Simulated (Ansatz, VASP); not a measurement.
Given: the input of a run of VASP 6.6.1 on InPd.

Contents of INCAR:

```
SYSTEM = InPd
ALGO     = Normal         ! electronic algorithm
EDIFF    = 1E-7           ! SCF threshold, eV
EDIFFG   = -0.01          ! ionic threshold
ENCUT    = 600            ! plane-wave cutoff, eV
IBRION   = 2              ! ionic algorithm
ISIF     = 3              ! what is computed and relaxed
ISMEAR   = -1             ! smearing method
IVDW     = 13             ! dispersion correction
LASPH    = .TRUE.         ! aspherical terms in the spheres
LCHARG   = .FALSE.        ! write CHGCAR
LMIXTAU  = .TRUE.       
LREAL    = .FALSE.        ! projectors in reciprocal space
LWAVE    = .FALSE.        ! write WAVECAR
METAGGA  = R2SCAN         ! meta-GGA
NELM     = 80             ! most SCF steps
NSW      = 40             ! ionic steps
PREC     = Accurate       ! precision mode
SIGMA    = 0.05           ! smearing width, eV
VDW_A1   = 0.51559235   
VDW_A2   = 5.77342911   
VDW_S6   = 1.0          
VDW_S8   = 0.6018749
```

Contents of KPOINTS:

```
k-points
0
G
  8 8 8
  0 0 0
```

Contents of POSCAR:

```
InPd
1.0
    0.0000000000      2.7460700000      2.7460700000
    2.7460700000      0.0000000000      2.7460700000
    2.7460700000      2.7460700000      0.0000000000
In Pd
1 1
Direct
    0.0000000000      0.0000000000      0.0000000000
    0.5000000000      0.5000000000      0.5000000000
```

Potentials or basis: VASP PAW PBE potentials, release 64 (In_d, Pd).

The run is started by

```console
$ cat potpaw_PBE.64/In_d/POTCAR potpaw_PBE.64/Pd/POTCAR > POTCAR
$ mpirun -np 1 vasp_std > vasp.out
```

Question: Set up the same calculation for Ansatz 0.2.0. Potentials there: Ansatz PAW.

Answer: As run (the cutoff follows the program's own potentials):

Contents of input.yaml:

```yaml
crystal:
  lattice:
    - [0.0, 2.74607, 2.74607]
    - [2.74607, 0.0, 2.74607]
    - [2.74607, 2.74607, 0.0]
  atoms:
    - { symbol: In, position: [0.0, 0.0, 0.0] }
    - { symbol: Pd, position: [0.5, 0.5, 0.5] }
hamiltonian:
  xc: r2scan
  pseudopotentials: { kind: paw }
  dispersion: d4
kpoints:
  mp_grid: { grid: [8, 8, 8] }
scf:
  occupations: { method: fermi_dirac, width: 0.05 }
output:
  forces: true
  stress: true
  eigenvalues: true
relax:
  f_tol: 0.01
  max_steps: 40
  cell: { stress_tol: 0.05 }
```

Potentials or basis: Ansatz PAW.

Command:

```sh
$ ansatz run input.yaml --threads 2 --pin off --max-ram 5632MiB --backend cpu --events-out ev --progress --plain --runs-dir out
```

Both were run:

|  | VASP | Ansatz | Ansatz less VASP |
| --- | --- | --- | --- |
| gap on the k mesh at the Fermi level, each at its own relaxed structure (eV) | none | none | - |
| relaxed volume (Å³/atom) | 19.95 | 19.84 | -0.105 |
| relaxed cell length with the largest relative difference (Å) | 3.835 | 3.829 | -0.0067 |

VASP's potentials were made for PBE, not for r2SCAN. A gap of «none» marks a metal or a gap that the smearing closes. VASP's potentials hold 23 valence electrons a cell and Ansatz's 31, so a difference there can come from the potentials and not from the codes.

Noted on Ansatz's run: the plane-wave basis is chosen anew once the cell has moved, so the energies of steps on either side of that aren't comparable.
